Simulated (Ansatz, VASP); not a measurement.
# Ru in VASP and in Ansatz

The input INCAR:

```
SYSTEM = Ru
PREC     = Accurate       ! precision mode
ENCUT    = 520            ! plane-wave cutoff, eV
EDIFF    = 1E-6           ! SCF threshold, eV
ISMEAR   = 0              ! smearing method
SIGMA    = 0.15           ! smearing width, eV
LREAL    = .False.        ! projectors in reciprocal space
LASPH    = .True.         ! aspherical terms in the spheres
NELM     = 100            ! most SCF steps
ALGO     = Fast           ! electronic algorithm
ISIF     = 2              ! what is computed and relaxed
LWAVE    = .False.        ! write WAVECAR
LCHARG   = .False.        ! write CHGCAR
GGA      = PE             ! functional
NBANDS   = 51             ! bands
```

File KPOINTS:

```
Automatic mesh
0
Gamma
  25 25 5
  0 0 0
```

Contents of POSCAR:

```
Ru
1.0
   -2.7200250909      0.0000000000      0.0000000000
   -1.3600125454     -2.3556108276      0.0000000000
    0.0000000000      0.0000000000     12.8903084894
Ru
6
Direct
    0.3333333333      0.3333333333      0.0833333333
    0.3333333333      0.3333333333      0.4166666667
    0.3333333333      0.3333333333      0.7500000000
    0.6666666667      0.6666666667      0.2500000000
    0.6666666667      0.6666666667      0.5833333333
    0.6666666667      0.6666666667      0.9166666667
```

Input for Ansatz:

```yaml
crystal:
  lattice:
    - [-2.7200250909, 0.0, 0.0]
    - [-1.3600125454, -2.3556108276, 0.0]
    - [0.0, 0.0, 12.8903084894]
  atoms:
    - { symbol: Ru, position: [0.3333333333, 0.3333333333, 0.0833333333] }
    - { symbol: Ru, position: [0.3333333333, 0.3333333333, 0.4166666667] }
    - { symbol: Ru, position: [0.3333333333, 0.3333333333, 0.75] }
    - { symbol: Ru, position: [0.6666666667, 0.6666666667, 0.25] }
    - { symbol: Ru, position: [0.6666666667, 0.6666666667, 0.5833333333] }
    - { symbol: Ru, position: [0.6666666667, 0.6666666667, 0.9166666667] }
basis:
  ecutwfc: 420
kpoints:
  mp_grid: { grid: [25, 25, 5] }
hamiltonian:
  xc: pbe
scf:
  occupations: { method: gaussian, width: 0.15 }
output:
  forces: true
  stress: true
  eigenvalues: true
```

Alike in both runs: task single point; functional PBE; k mesh 25 × 25 × 5; occupations gaussian, width 0.15 eV; no spin polarisation.

|  | VASP | Ansatz |
| --- | --- | --- |
| version | VASP 6.6.1 | Ansatz 0.2.0 |
| potentials or method | VASP PAW PBE potentials, release 64 (Ru_pv), cutoff 520 eV | scalar-relativistic, plane waves, PAW |
| valence electrons in the cell | 84 | 96 |

|  | VASP | Ansatz | Ansatz less VASP |
| --- | --- | --- | --- |
| gap on the k mesh at the Fermi level (eV) | none | none | - |
| pressure (GPa) | -0.1 | 0.0 | +0.10 |
| traceless stress, the component that is largest in VASP (GPa) | -0.40 | -0.41 | -0.012 |

A gap of «none» marks a metal or a gap that the smearing closes. With one functional, cell and mesh, what is left measures potentials, basis and numerics. VASP's potentials hold 84 valence electrons a cell and Ansatz's 96, so a difference there can come from the potentials and not from the codes.
